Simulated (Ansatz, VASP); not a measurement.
**MnO in VASP and in Ansatz**

File INCAR:

```
ALGO = Normal
EDIFF = 1E-6
ENCUT = 520
GGA = PE
ISIF = 2
ISMEAR = 0
ISPIN = 2
LASPH = T
LCHARG = F
LDAU = T
LDAUJ = 0 0
LDAUL = 2 -1
LDAUPRINT = 1
LDAUTYPE = 2
LDAUU = 3.9 0
LMAXMIX = 4
LORBIT = 11
LREAL = F
LWAVE = F
MAGMOM = 5 0
NBANDS = 20
NELM = 150
PREC = Accurate
SIGMA = 0.05
```

File KPOINTS:

```
k-points
0
Gamma
  12 12 12
```

The input POSCAR:

```
MnO
1.0
    0.0000000000      2.2230000000      2.2230000000
    2.2230000000      0.0000000000      2.2230000000
    2.2230000000      2.2230000000      0.0000000000
Mn O
1 1
Direct
    0.0000000000      0.0000000000      0.0000000000
    0.5000000000      0.5000000000      0.5000000000
```

Input for Ansatz:

```yaml
crystal:
  lattice:
    - [0.0, 2.223, 2.223]
    - [2.223, 0.0, 2.223]
    - [2.223, 2.223, 0.0]
  atoms:
    - { symbol: Mn, position: [0.0, 0.0, 0.0], spin: 5.0 }
    - { symbol: O, position: [0.5, 0.5, 0.5] }
basis:
  ecutwfc: 420
  ecutrho_ratio: 4
kpoints:
  mp_grid: { grid: [12, 12, 12] }
hamiltonian:
  xc: pbe
  hubbard: { sites: [{ species: Mn, l: d, u_eff: 3.9 }] }
scf:
  occupations: { method: gaussian, width: 0.05 }
  lower_state_search: "off"
output:
  forces: true
  stress: true
  eigenvalues: true
  populations: true
  hubbard: { sites: [{ species: Mn, l: d }] }
magnetization:
  spin_polarized: true
checkpoint:
  read: start.run
  write: ck
  compress: false
  write_wavefunctions: false
  write_every: 100000
```

Alike in both runs: task single point; functional PBE; k mesh 12 × 12 × 12; occupations gaussian, width 0.05 eV; collinear spin; Hubbard terms Mn d U = 3.9 eV.

|  | VASP | Ansatz |
| --- | --- | --- |
| version | VASP 6.6.1 | Ansatz 0.2.0 |
| potentials or method | VASP PAW PBE potentials, release 64 (Mn_pv, O), cutoff 520 eV | scalar-relativistic, plane waves, PAW |
| valence electrons in the cell | 19 | 21 |

VASP gave:

```
gap on the k mesh at the Fermi level (eV)                     : 0.21
least direct gap on the mesh (eV)                             : 2.69
pressure (GPa)                                                : 7.6
net moment per atom (μB)                                      : 2.50
size of the moment on the site where the two differ most (μB) : 4.62
```

Q: Which values does Ansatz return?

A: gap on the k mesh at the Fermi level (eV): 0.12; least direct gap on the mesh (eV): 2.58; pressure (GPa): 9.3; net moment per atom (μB): 2.50; size of the moment on the site where the two differ most (μB): 4.28.

Site moments also hang on the region over which each program counts them. The programs project onto different local orbitals, so the same U acts differently, and such runs can settle in different states. VASP's potentials hold 19 valence electrons a cell and Ansatz's 21, so a difference there can come from the potentials and not from the codes. Ansatz's warnings: stability check not made.
